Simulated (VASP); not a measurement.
# SrO (I4/mmm) in VASP: notebook, part 2 of 2

VASP 6.6.1.

### Step 4. Single point, LDA (zz strain of -1 %)

Contents of INCAR:

```
SYSTEM = SrO
ALGO = Normal
EDIFF = 1E-6
ENCUT = 520
GGA = CA
ISIF = 2
ISMEAR = -1
LASPH = .TRUE.
LCHARG = .TRUE.
LELF = .TRUE.
LREAL = .FALSE.
LVHAR = .TRUE.
LWAVE = .FALSE.
NBANDS = 15
NELM = 80
PREC = Accurate
SIGMA = 0.02
```

Contents of KPOINTS:

```
k-points
0
G
  8 8 8
  0 0 0
```

Contents of POSCAR:

```
SrO
1.0
    0.0000000000      2.5698000000      2.5441020000
    2.5698000000      0.0000000000      2.5441020000
    2.5698000000      2.5698000000      0.0000000000
Sr O
1 1
Direct
    0.0000000000      0.0000000000      0.0000000000
    0.5000000000      0.5000000000      0.5000000000
```

Potentials or basis: VASP PAW LDA potentials, release 64 (Sr_sv, O).

Run with:

```sh
cat potpaw_LDA.64/Sr_sv/POTCAR potpaw_LDA.64/O/POTCAR > POTCAR
mpirun -np 1 vasp_std > vasp.out
```

OUTCAR:

```text
SYSTEM = SrO
   EDIFF = 1E-6
   ENCUT = 520
   GGA = CA
   ISIF = 2
   ISMEAR = -1
   LASPH = .TRUE.
   LREAL = .FALSE.
   NELM = 80
   PREC = Accurate

 ion  position               nearest neighbor table
   1  0.000  0.000  0.000-   2 2.54   2 2.54   2 2.57   2 2.57   2 2.57   2 2.57
   2  0.500  0.500  0.500-   1 2.54   1 2.54   1 2.57   1 2.57   1 2.57   1 2.57

  LATTYP: Found a body centered tetragonal cell.
 ALAT       =     3.6342460126
 C/A-ratio  =     1.4000714267

  Lattice vectors:

 A1 = (   0.0000000000,  -2.5698000000,  -2.5441020000)
 A2 = (   0.0000000000,   2.5698000000,  -2.5441020000)
 A3 = (   2.5698000000,   0.0000000000,   2.5441020000)

Analysis of symmetry for initial positions (statically):
=====================================================================
 Subroutine PRICEL returns:
 Original cell was already a primitive cell.

 Routine SETGRP: Setting up the symmetry group for a
 body centered tetragonal supercell.

 Subroutine GETGRP returns: Found 16 space group operations
 (whereof 16 operations were pure point group operations)
 out of a pool of 16 trial point group operations.

The static configuration has the point symmetry D_4h.

[... 166 lines left out ...]
 k-point     1 :       0.0000    0.0000    0.0000
  band No.  band energies     occupation
      1     -30.6464      2.00000
      2     -13.3760      2.00000
      3     -12.3617      2.00000
      4     -12.3617      2.00000
      5     -12.3576      2.00000
      6       1.3861      2.00000
      7       1.3861      2.00000
      8       1.4258      2.00000
      9       5.2783      0.00000
     10       7.5019      0.00000
     11       7.5019      0.00000
     12       7.5805      0.00000
     13       9.7083      0.00000
     14       9.8518      0.00000
[... 401 lines left out ...]
      2     -14.6527      2.00000
      3     -12.5070      2.00000
      4     -12.4980      2.00000
      5     -11.3944      2.00000
      6      -0.3092      2.00000
      7       0.5133      2.00000
      8       0.7058      2.00000
      9       6.9159      0.00000
     10       8.3982      0.00000
     11       9.8607      0.00000
     12      10.0419      0.00000
     13      11.9348      0.00000
     14      12.3849      0.00000
     15      17.1183      0.00000

 [... further k-points ...]
[... 5 lines left out ...]
  --------------------------------------------------------------------------------------
  -------------------------------------------------------------------------------------
  Total       -0.6355032     -0.6355032     -0.3413649      0.0000000      0.0000000     -0.0000000
  in kB      -30.3015698    -30.3015698    -16.2766970      0.0000000      0.0000000     -0.0000000
  external PRESSURE =     -25.6266122 kB  Pullay stress =       0.0000000 kB

 VOLUME and BASIS-vectors are now :
 -----------------------------------------------------------------------------
  energy-cutoff  :      520.00
  volume of cell :       33.60
      direct lattice vectors                 reciprocal lattice vectors
     0.000000000  2.569800000  2.544102000    -0.194567671  0.194567671  0.196533001
     2.569800000  0.000000000  2.544102000     0.194567671 -0.194567671  0.196533001
     2.569800000  2.569800000  0.000000000     0.194567671  0.194567671 -0.196533001

 POSITION                                       TOTAL-FORCE (eV/Angst)
 -----------------------------------------------------------------------------------
      0.00000      0.00000      0.00000        -0.000000      0.000000     -0.000000
      2.56980      2.56980      2.54410         0.000000     -0.000000      0.000000
 -----------------------------------------------------------------------------------
    total drift:                                0.000000      0.000000      0.000000

  FREE ENERGIE OF THE ION-ELECTRON SYSTEM (eV)
  ---------------------------------------------------
  free  energy   TOTEN  =       -13.3800426045 eV

  energy  without entropy=      -13.3800426045  energy(sigma->0) =      -13.38004260
```

Wall time 15 s (1 thread of AMD EPYC 9R45 (Zen 5), shared host); peak memory 0.13 GiB.

Results:

```yaml
Free_energy: -13.3800 eV
Pressure: -2.6 GPa
Band_gap_on_the_k_mesh: 3.04 eV (least direct gap 3.15 eV)
```

Levels at points of the mesh, in eV from the valence-band top:
```
           k point  band 4  band 5  band 6  band 7  band 8  band 9  band 10  band 11  band 12  band 13
(0.00, 0.00, 0.00)  -13.79  -13.78   -0.04   -0.04    0.00    3.85     6.08     6.08     6.15     8.28
(0.50, 0.00, 0.00)  -13.86  -12.49   -2.29   -1.21   -1.21    6.47     8.33     8.83     8.85    11.99
(0.50, 0.50, 0.00)  -14.20  -14.20   -0.39   -0.12   -0.12    3.04     7.82    10.23    10.27    11.21
(0.50, 0.00, 0.50)  -14.19  -14.17   -0.45   -0.12   -0.07    3.08     7.81    10.24    10.24    11.15
```

Caveat: the cell differs from its parent crystal (zz strain of -1 %). A k mesh can miss the band edges.

### Step 5. Single point, LDA (zz strain of -2 %)

Contents of INCAR:

```
PREC = Accurate
ENCUT = 520
EDIFF = 1E-6
ISMEAR = -1
SIGMA = 0.02
LREAL = False
LASPH = True
NELM = 100
ALGO = Normal
ISIF = 2
LWAVE = False
LCHARG = True
LELF = True
LVHAR = True
NBANDS = 15
```

Contents of KPOINTS:

```
Automatic mesh
0
Gamma
  8 8 8
```

Contents of POSCAR:

```
SrO
1.0
    0.0000000000      2.5698000000      2.5184040000
    2.5698000000      0.0000000000      2.5184040000
    2.5698000000      2.5698000000      0.0000000000
Sr O
1 1
Direct
    0.0000000000      0.0000000000      0.0000000000
    0.5000000000      0.5000000000      0.5000000000
```

Run with:

```sh
cat potpaw_LDA.64/Sr_sv/POTCAR potpaw_LDA.64/O/POTCAR > POTCAR
mpirun -np 1 vasp_std > vasp.out
```

Wall time 15 s (1 thread of AMD EPYC 9R45 (Zen 5), shared host); peak memory 0.13 GiB.

Results (log left out):

- Free energy: -13.3811 eV
- Pressure: -1.5 GPa
- Band gap on the k mesh: 2.98 eV (least direct gap 3.11 eV)

Stress tensor (GPa, compression positive):
```
-2.55  0.00  0.00
 0.00 -2.55  0.00
 0.00  0.00  0.51
```

Levels at points of the mesh, in eV from the valence-band top:
```tsv
k point	band 4	band 5	band 6	band 7	band 8	band 9	band 10	band 11	band 12	band 13
(0.00, 0.00, 0.00)	-13.77	-13.77	-0.08	-0.08	0.00	3.89	6.04	6.04	6.20	8.23
(0.50, 0.00, 0.00)	-13.84	-12.46	-2.34	-1.26	-1.26	6.48	8.38	8.85	8.89	12.01
(0.50, 0.50, 0.00)	-14.21	-14.21	-0.35	-0.15	-0.15	2.98	7.87	10.26	10.36	11.26
(0.50, 0.00, 0.50)	-14.19	-14.15	-0.49	-0.16	-0.06	3.05	7.86	10.28	10.29	11.14
```

Caveat: the cell differs from its parent crystal (zz strain of -2 %). A k mesh can miss the band edges.

### Step 6. Single point, LDA (equal xx and yy strain of -1 %)

Contents of INCAR:

```
  ALGO = Normal
  EDIFF = 1E-6
  ENCUT = 520
  ISIF = 2
  ISMEAR = -1
  LASPH = T
  LCHARG = T
  LELF = T
  LREAL = F
  LVHAR = T
  LWAVE = F
  NBANDS = 15
  NELM = 100
  PREC = Accurate
  SIGMA = 0.02
```

Contents of KPOINTS:

```
k-points
0
Gamma
  8 8 8
```

Contents of POSCAR:

```
SrO
1.0
    0.0000000000      2.5441020000      2.5698000000
    2.5441020000      0.0000000000      2.5698000000
    2.5441020000      2.5441020000      0.0000000000
Sr O
1 1
Direct
    0.0000000000      0.0000000000      0.0000000000
    0.5000000000      0.5000000000      0.5000000000
```

Potentials or basis: VASP PAW LDA potentials, release 64 (Sr_sv, O).

Run with:

```sh
cat potpaw_LDA.64/Sr_sv/POTCAR potpaw_LDA.64/O/POTCAR > POTCAR
mpirun -np 1 vasp_std > vasp.out
```

Wall time 15 s (1 thread of AMD EPYC 9R45 (Zen 5), shared host); peak memory 0.13 GiB.

It converged, with:

* Free energy: -13.3842 eV
* Pressure: -1.6 GPa
* Band gap on the k mesh: 3.06 eV (least direct gap 3.12 eV)

Stress tensor (GPa, compression positive):
```
-1.13  0.00  0.00
 0.00 -1.13  0.00
 0.00  0.00 -2.57
```

Levels at points of the mesh, in eV from the valence-band top:
```csv
k point,band 5,band 6,band 7,band 8,band 9,band 10,band 11,band 12
"(0.00, 0.00, 0.00)",-13.73,-0.04,0.00,0.00,3.94,6.08,6.16,6.16
"(0.50, 0.00, 0.00)",-12.42,-2.30,-1.22,-1.22,6.52,8.43,8.90,8.92
"(0.50, 0.50, 0.00)",-14.13,-0.44,-0.07,-0.07,3.09,7.91,10.32,10.33
"(0.50, 0.00, 0.50)",-14.14,-0.38,-0.11,-0.06,3.06,7.91,10.31,10.36
```

Caveat: the cell differs from its parent crystal (equal xx and yy strain of -1 %).

### Step 7. Overview

| cell | gap on the mesh (eV) | pressure (GPa) |
| --- | --- | --- |
| a = 3.580, b = 3.580, c = 3.634 Å, angles 59.5, 59.5, 61.0°, 2 atoms | 2.91 | -0.4 |
| a = 3.598, b = 3.598, c = 3.562 Å, angles 60.3, 60.3, 59.3°, 2 atoms | 3.01 | 0.5 |
| a = 3.616, b = 3.616, c = 3.634 Å, angles 59.8, 59.8, 60.3°, 2 atoms | 3.04 | -2.6 |
| a = 3.598, b = 3.598, c = 3.634 Å, angles 59.7, 59.7, 60.7°, 2 atoms | 2.98 | -1.5 |
| a = 3.616, b = 3.616, c = 3.598 Å, angles 60.2, 60.2, 59.7°, 2 atoms | 3.06 | -1.6 |

Alike in all rows: task single point; level LDA; potentials or basis VASP PAW LDA potentials, release 64 (Sr_sv, O); no spin polarisation; k mesh 8 × 8 × 8; cutoff (eV) 520; smearing fermi-dirac 0.02 eV.

Absolute energies hang on the potentials; compare differences alone.
